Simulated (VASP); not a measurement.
Here is a VASP 6.6.1 calculation.

Contents of INCAR:

```
PREC = Accurate
ENCUT = 520
EDIFF = 1E-6
ISMEAR = -5
SIGMA = 0.05
LREAL = F
LASPH = T
NELM = 80
ALGO = Fast
ISIF = 2
LWAVE = F
LCHARG = F
GGA = RP
IVDW = 12
NBANDS = 8
```

File KPOINTS:

```
regular mesh
0
Gamma
  11 11 11
```

The input POSCAR:

```
Al
1.0
    0.0000000000      2.0112152952      2.0112152952
    2.0112152952      0.0000000000      2.0112152952
    2.0112152952      2.0112152952      0.0000000000
Al
1
Direct
    0.0000000000      0.0000000000      0.0000000000
```

Potentials or basis: VASP PAW PBE potentials, release 64 (Al).

The run is started by

```console
$ cat potpaw_PBE.64/Al/POTCAR > POTCAR
$ mpirun -np 1 vasp_std > vasp.out
```

(1) Predict the pressure.

(2) Predict the dispersion energy per atom.

Answers

(1) -18.7 GPa.

(2) -1.803 eV.

Caveat: the PAW data sets were made with another functional, which shifts forces and pressure a little; pairwise dispersion overbinds metals, which lowers pressure and volume; tetrahedron occupations give inexact forces and stress in metals.
